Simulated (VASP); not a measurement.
# GaSb (F-43m) in VASP: a series of runs

The runs below take GaSb through single point, with r2SCAN.

Program: VASP 6.6.1. These are calculated values, not measurements. Logs are shortened: lines on timing, memory, paths and dates and some standing lists are left out, and cuts for length are marked.

### Step 1. The cell of the first run

The structure is cubic, space group F-43m (No. 216). The conventional cell has a = 6.132 Å, b = 6.132 Å, c = 6.132 Å, α = 90.00°, β = 90.00°, γ = 90.00°. Within 3.5 Å of Ga (site symmetry -43m) lie 4 Sb at 2.66 Å. Within 3.5 Å of Sb (site symmetry -43m) lie 4 Ga at 2.66 Å.

### Step 2. Single point, r2SCAN

File POSCAR:

```
GaSb
1.0
    0.0000000000      3.0658788003      3.0658788003
    3.0658788003      0.0000000000      3.0658788003
    3.0658788003      3.0658788003      0.0000000000
Ga Sb
1 1
Direct
    0.0000000000      0.0000000000      0.0000000000
    0.2500000000      0.2500000000      0.2500000000
```

File INCAR.step1:

```
SYSTEM = GaSb
ALGO     = Normal         ! electronic algorithm
EDIFF    = 1E-5           ! SCF threshold, eV
ENCUT    = 550            ! plane-wave cutoff, eV
GGA      = PE             ! functional
GGA_COMPAT= .FALSE.      
ISMEAR   = -1             ! smearing method
LASPH    = .TRUE.         ! aspherical terms in the spheres
LCHARG   = .FALSE.        ! write CHGCAR
LREAL    = .FALSE.        ! projectors in reciprocal space
LWAVE    = .TRUE.         ! write WAVECAR
NBANDS   = 16             ! bands
NELM     = 120            ! most SCF steps
PREC     = Accurate       ! precision mode
SIGMA    = 0.02           ! smearing width, eV
```

File INCAR.step2:

```
SYSTEM = GaSb
ALGO     = Normal         ! electronic algorithm
EDIFF    = 1E-6           ! SCF threshold, eV
ENCUT    = 550            ! plane-wave cutoff, eV
GGA_COMPAT= .FALSE.      
ISIF     = 2              ! what is computed and relaxed
ISMEAR   = -1             ! smearing method
ISTART   = 1            
LASPH    = .TRUE.         ! aspherical terms in the spheres
LCHARG   = .FALSE.        ! write CHGCAR
LMIXTAU  = .TRUE.       
LREAL    = .FALSE.        ! projectors in reciprocal space
LWAVE    = .FALSE.        ! write WAVECAR
METAGGA  = R2SCAN         ! meta-GGA
NBANDS   = 16             ! bands
NELM     = 120            ! most SCF steps
PREC     = Accurate       ! precision mode
SIGMA    = 0.02           ! smearing width, eV
```

File KPOINTS:

```
k-points
0
G
  5 5 5
  0 0 0
```

Potentials or basis: VASP PAW PBE potentials, release 64 (Ga_d, Sb).

On the command line:

```sh
cat potpaw_PBE.64/Ga_d/POTCAR potpaw_PBE.64/Sb/POTCAR > POTCAR
cp INCAR.step1 INCAR
mpirun -np 1 vasp_std > vasp.out
cp INCAR.step2 INCAR
mpirun -np 1 vasp_std > vasp.out
```

OUTCAR:

```text
SYSTEM = GaSb
   EDIFF = 1E-6
   ENCUT = 550
   ISIF = 2
   ISMEAR = -1
   ISTART = 1
   LASPH = .TRUE.
   LREAL = .FALSE.
   METAGGA = R2SCAN
   NELM = 120
   PREC = Accurate

 ion  position               nearest neighbor table
   1  0.000  0.000  0.000-   2 2.66   2 2.66   2 2.66   2 2.66
   2  0.250  0.250  0.250-   1 2.66   1 2.66   1 2.66   1 2.66

  LATTYP: Found a face centered cubic cell.
 ALAT       =     6.1317576006

  Lattice vectors:

 A1 = (   0.0000000000,   3.0658788003,   3.0658788003)
 A2 = (   3.0658788003,   0.0000000000,   3.0658788003)
 A3 = (   3.0658788003,   3.0658788003,   0.0000000000)

Analysis of symmetry for initial positions (statically):
=====================================================================
 Subroutine PRICEL returns:
 Original cell was already a primitive cell.

 Routine SETGRP: Setting up the symmetry group for a
 face centered cubic supercell.

 Subroutine GETGRP returns: Found 24 space group operations
 (whereof 24 operations were pure point group operations)
 out of a pool of 48 trial point group operations.

The static configuration has the point symmetry T_d .

Analysis of symmetry for dynamics (positions and initial velocities):
=====================================================================
 Subroutine PRICEL returns:
 Original cell was already a primitive cell.

 Routine SETGRP: Setting up the symmetry group for a
 face centered cubic supercell.

 Subroutine GETGRP returns: Found 24 space group operations
 (whereof 24 operations were pure point group operations)
 out of a pool of 48 trial point group operations.

The dynamic configuration has the point symmetry T_d .

 Subroutine INISYM returns: Found 24 space group operations
 (whereof 24 operations are pure point group operations),
 and found     1 'primitive' translations

----------------------------------------------------------------------------------------

                                     Primitive cell

  volume of cell :      57.6361

  direct lattice vectors                    reciprocal lattice vectors
     0.000000000  3.065878800  3.065878800    -0.163085377  0.163085377  0.163085377
     3.065878800  0.000000000  3.065878800     0.163085377 -0.163085377  0.163085377
     3.065878800  3.065878800  0.000000000     0.163085377  0.163085377 -0.163085377

  length of vectors
     4.335807380  4.335807380  4.335807380     0.282472159  0.282472159  0.282472159

  position of ions in fractional coordinates (direct lattice)
     0.000000000  0.000000000  0.000000000
     0.250000000  0.250000000  0.250000000
[... 55 lines left out ...]
   ICHARG =      0    charge: 1-file 2-atom 10-const
   ISPIN  =      1    spin polarized calculation?
   LNONCOLLINEAR =      F non collinear calculations
   LSORBIT =      F    spin-orbit coupling
   LASPH  =      T    aspherical Exc in radial PAW
   ENCUT  =  550.0 eV  40.42 Ry    6.36 a.u.   8.29  8.29  8.29*2*pi/ulx,y,z
   NELM   =    120;   NELMIN=  2; NELMDL=  0     # of ELM steps
   EDIFF  = 0.1E-05   stopping-criterion for ELM
   LREAL  =      F    real-space projection
[... 7 lines left out ...]
   TEBEG  =    0.0;   TEEND  =   0.0 temperature during run
   PSTRESS=    0.0 pullay stress
   NELECT =      18.0000    total number of electrons
   NUPDOWN=      -1.0000    fix difference up-down
   EMIN   =  10.00;   EMAX   =-10.00  energy-range for DOS
   EFERMI =   0.00;   METHOD = LEGACY
   ISMEAR =    -1;   SIGMA  =   0.02  broadening in eV -4-tet -1-fermi 0-gaus
   EFERMI_NEDOS =   21; number of points for ismear=-14 and -15
   IALGO  =     38    algorithm
   IMIX   =      4    mixing-type and parameters
     AMIX     =   0.40;   BMIX     =  1.00
     AMIX_MAG =   1.60;   BMIX_MAG =  1.00
  volume/ion in A,a.u.               =      28.82       194.47
  Fermi-wavevector in a.u.,A,eV,Ry     =   1.110710  2.098938 16.785191  1.233677
  Thomas-Fermi vector in A             =   2.247265
   LORBIT       =      0    0 simple, 1 ext, 2 COOP (PROOUT), +10 PAW based schemes
   METAGGA = R2SCAN    functional components
   LHFCALC =     F    Hartree Fock is set to
   AEXX    =    0.0000 exact exchange contribution
   IVDW    =     0    specifies the selected vdW correction
   LEPSILON=     F    determine dielectric tensor
   LRPA    =     F    only Hartree local field effects (RPA)
 non-spin polarized calculation
  energy-cutoff  :      550.00
  volume of cell :       57.64
 maximum number of plane-waves:      1700
 NGX is ok and might be reduce to    36
   NGX = 17   NGY = 17   NGZ = 17

 number of electron      18.0000004 magnetization

 Free energy of the ion-electron system (eV)
  ---------------------------------------------------
  ext. energy  EPLUGINS =         0.00000000
  ---------------------------------------------------
  free energy    TOTEN  =       -37.53968672 eV

  energy without entropy =      -37.53968613  energy(sigma->0) =      -37.53968642

 E-fermi :   4.8392     XC(G=0):  -9.6819

 val. band max:        4.6296025210   @ k =   0.0000   0.0000   0.0000
 cond. band min:       5.0269127579   @ k =   0.0000   0.0000   0.0000
 fundamental gap:      0.3973102368
 Fermi energy:         4.8392443066

 k-point     1 :       0.0000    0.0000    0.0000
  band No.  band energies     occupation
      1     -10.8749      2.00000
      2     -10.8749      2.00000
      3     -10.8749      2.00000
      4     -10.8195      2.00000
      5     -10.8195      2.00000
      6      -7.2519      2.00000
[... 167 lines left out ...]
      3     -10.8527      2.00000
      4     -10.8256      2.00000
      5     -10.8183      2.00000
      6      -4.9670      2.00000
[... 8 lines left out ...]
     15      14.5648      0.00000
     16      17.0406      0.00000

------------------------ aborting loop because EDIFF is reached ----------------------------------------

  FORCE on cell =-STRESS in cart. coord.  units (eV):
  Direction    XX          YY          ZZ          XY          YZ          ZX
  --------------------------------------------------------------------------------------
  -------------------------------------------------------------------------------------
  Total        0.0346970      0.0346970      0.0346970      0.0000000     -0.0000000      0.0000000
  in kB        0.9645105      0.9645105      0.9645105      0.0000000     -0.0000000      0.0000000
  external PRESSURE =       0.9645105 kB  Pullay stress =       0.0000000 kB

 VOLUME and BASIS-vectors are now :
 -----------------------------------------------------------------------------
  energy-cutoff  :      550.00
  volume of cell :       57.64
      direct lattice vectors                 reciprocal lattice vectors
     0.000000000  3.065878800  3.065878800    -0.163085377  0.163085377  0.163085377
     3.065878800  0.000000000  3.065878800     0.163085377 -0.163085377  0.163085377
     3.065878800  3.065878800  0.000000000     0.163085377  0.163085377 -0.163085377

 POSITION                                       TOTAL-FORCE (eV/Angst)
 -----------------------------------------------------------------------------------
      0.00000      0.00000      0.00000        -0.000000     -0.000000     -0.000000
      1.53294      1.53294      1.53294         0.000000      0.000000      0.000000
 -----------------------------------------------------------------------------------
    total drift:                                0.000000      0.000000      0.000000

  FREE ENERGIE OF THE ION-ELECTRON SYSTEM (eV)
  ---------------------------------------------------
  free  energy   TOTEN  =       -37.5396867152 eV

  energy  without entropy=      -37.5396861268  energy(sigma->0) =      -37.53968642
```

OUTCAR.step1:

```text
SYSTEM = GaSb
   EDIFF = 1E-5
   ENCUT = 550
   GGA = PE
   ISMEAR = -1
   LASPH = .TRUE.
   LREAL = .FALSE.
[... 393 lines left out ...]
      0.00000      0.00000      0.00000         0.000000     -0.000000      0.000000
      1.53294      1.53294      1.53294        -0.000000      0.000000     -0.000000
 -----------------------------------------------------------------------------------
    total drift:                                0.000000      0.000000      0.000000

  FREE ENERGIE OF THE ION-ELECTRON SYSTEM (eV)
  ---------------------------------------------------
  free  energy   TOTEN  =        -7.2839282837 eV

  energy  without entropy=       -7.2832171472  energy(sigma->0) =       -7.28357272
```

OSZICAR.step1:

```text
N       E                     dE             d eps       ncg     rms          rms(c)
DAV:   1     0.828699226648E+02    0.82870E+02   -0.86524E+03   320   0.143E+03
DAV:   2    -0.735064676604E+00   -0.83605E+02   -0.79940E+02   352   0.317E+02
DAV:   3    -0.722879053302E+01   -0.64937E+01   -0.64787E+01   384   0.657E+01
DAV:   4    -0.733937762078E+01   -0.11059E+00   -0.11055E+00   384   0.957E+00
DAV:   5    -0.734183577162E+01   -0.24582E-02   -0.24581E-02   432   0.133E+00    0.318E+00
DAV:   6    -0.729551419517E+01    0.46322E-01   -0.67781E-02   480   0.399E+00    0.191E+00
DAV:   7    -0.728207844796E+01    0.13436E-01   -0.39191E-02   376   0.151E+00    0.378E-01
DAV:   8    -0.728330094611E+01   -0.12225E-02   -0.44280E-03   384   0.706E-01    0.867E-02
DAV:   9    -0.728387143617E+01   -0.57049E-03   -0.77220E-04   360   0.201E-01    0.331E-02
DAV:  10    -0.728390332142E+01   -0.31885E-04   -0.41741E-05   392   0.417E-02    0.951E-03
DAV:  11    -0.728392747429E+01   -0.24153E-04   -0.34745E-05   352   0.432E-02    0.645E-03
DAV:  12    -0.728392828375E+01   -0.80946E-06   -0.14833E-06   296   0.107E-02
   1 F= -.72839283E+01 E0= -.72835727E+01  d E =-.711136E-03
```

Wall time 21 s (1 thread of Intel Xeon 6975P-C (Granite Rapids), shared host); peak memory 0.21 GiB.

Results:

```
Free energy            : -37.5397 eV
Pressure               : 0.1 GPa
Band gap on the k mesh : 0.40 eV
```

Caveat: the PAW data sets were made with another functional, which shifts forces and pressure a little; spin-orbit coupling is left out, which moves the levels of the heavy elements; an odd mesh through Γ misses points on the zone boundary, where band edges can lie.

### Step 3. Single point, r2SCAN

POSCAR is that of step 2.

File INCAR.step1:

```
SYSTEM = GaSb
  PREC = Accurate
  ENCUT = 550
  ISMEAR = -1
  SIGMA = 0.2
  LREAL = .FALSE.
  LASPH = .TRUE.
  NELM = 120
  NBANDS = 16
  GGA = PE
  ALGO = Normal
  EDIFF = 1E-5
  LWAVE = .TRUE.
  LCHARG = .FALSE.
  GGA_COMPAT = .FALSE.
```

File INCAR.step2:

```
SYSTEM = GaSb
  PREC = Accurate
  ENCUT = 550
  EDIFF = 1E-6
  ISMEAR = -1
  SIGMA = 0.2
  LREAL = .FALSE.
  LASPH = .TRUE.
  NELM = 120
  ALGO = Normal
  ISIF = 2
  LWAVE = .FALSE.
  LCHARG = .TRUE.
  METAGGA = R2SCAN
  LMIXTAU = .TRUE.
  LELF = .TRUE.
  LVHAR = .TRUE.
  NBANDS = 16
  ISTART = 1
  GGA_COMPAT = .FALSE.
```

File KPOINTS:

```
regular mesh
0
G
  6 6 6
  0 0 0
```

Potentials or basis: VASP PAW PBE potentials, release 64 (Ga_d, Sb).

On the command line:

```sh
cat potpaw_PBE.64/Ga_d/POTCAR potpaw_PBE.64/Sb/POTCAR > POTCAR
cp INCAR.step1 INCAR
mpirun -np 1 vasp_std > vasp.out
cp INCAR.step2 INCAR
mpirun -np 1 vasp_std > vasp.out
```

Run time: 30 s. Hardware: 1 thread of Intel Xeon 6975P-C (Granite Rapids), shared host; peak memory 0.21 GiB.

It converged, with:

```yaml
Free_energy: -37.5847 eV
Pressure: 0.2 GPa
Band_gap_on_the_k_mesh: 0.40 eV
```

Levels at points of the mesh, in eV from the valence-band top:
| k point | band 7 | band 8 | band 9 | band 10 | band 11 | band 12 |
| --- | --- | --- | --- | --- | --- | --- |
| (0.00, 0.00, 0.00) | 0.00 | 0.00 | 0.00 | 0.40 | 2.98 | 2.98 |
| (0.50, 0.00, 0.00) | -6.55 | -1.20 | -1.20 | 0.67 | 4.01 | 4.01 |
| (0.50, 0.50, 0.00) | -7.02 | -2.67 | -2.67 | 1.12 | 1.49 | 9.22 |

Caveat: the PAW data sets were made with another functional, which shifts forces and pressure a little; spin-orbit coupling is left out, which moves the levels of the heavy elements.
